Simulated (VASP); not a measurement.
A run of VASP 6.6.1:

Contents of INCAR:

```
ALGO = Normal ; EDIFF = 1E-6
ENCUT = 600 ; GGA = CA
GGA_COMPAT = False ; ISIF = 2
ISMEAR = -1 ; LASPH = True
LCHARG = False ; LREAL = False
LWAVE = False ; NBANDS = 11
NELM = 120 ; PREC = Accurate
SIGMA = 0.02
```

The input KPOINTS:

```
k-points
0
Gamma
  6 6 6
```

File POSCAR:

```
MgO
1.0
    2.9380209034      0.0000000000      0.0000000000
   -1.4690104517      2.5444007392      0.0000000000
    0.0000000000      0.0000000000      2.6796800000
Mg O
1 1
Direct
    0.0000000000      0.0000000000      0.0000000000
    0.3333333333      0.6666666667      0.5000000000
```

Potentials or basis: VASP PAW LDA potentials, release 64 (Mg, O).

Run with:

```console
$ cat potpaw_LDA.64/Mg/POTCAR potpaw_LDA.64/O/POTCAR > POTCAR
$ mpirun -np 1 vasp_std > vasp.out
```

Hardware: 1 thread of Intel Xeon 8259CL, on a shared host.

Q: Estimate the wall time of this run.

A: It took 8.8 s on 1 thread of Intel Xeon 8259CL (shared host), peak memory 0.13 GiB. Counts: scf iterations 12, k points 28.
